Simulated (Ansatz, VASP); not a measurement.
Ag2Pt: VASP beside Ansatz

```xyz
3
Lattice="-1.4232 1.4232 6.2490 1.4232 -1.4232 6.2490 1.4232 1.4232 -6.2490" Properties=species:S:1:pos:R:3 pbc="T T T"
Ag    0.0000    0.0000    8.2996
Ag    0.0000    0.0000    4.1984
Pt    0.0000    0.0000    0.0000
```

Alike in both runs: functional PBE; k mesh 18 × 18 × 18; occupations gaussian, width 0.1 eV; no spin polarisation.

Ansatz relaxed the structure, and its values are those at the end. VASP's run is a single point on that final structure, the one shown.

```csv
,VASP,Ansatz
version,VASP 6.6.1,Ansatz 0.2.0
potentials or method,"VASP PAW PBE potentials, release 64 (Ag, Pt), cutoff 520 eV","scalar-relativistic, plane waves, PAW"
valence electrons in the cell,32,56
```

Ansatz gave:

| Property | Result |
| --- | --- |
| gap on the k mesh at the Fermi level (eV) | none |
| pressure (GPa) | 0.0 |

What did VASP give for the same quantities?

gap on the k mesh at the Fermi level (eV): none; pressure (GPa): -0.2.

A gap of «none» marks a metal or a gap that the smearing closes. The functional is the same, so the differences come from potentials, cutoffs and numerics. VASP's potentials hold 32 valence electrons a cell and Ansatz's 56, so a difference there can come from the potentials and not from the codes.

Neither program's run includes spin-orbit coupling.
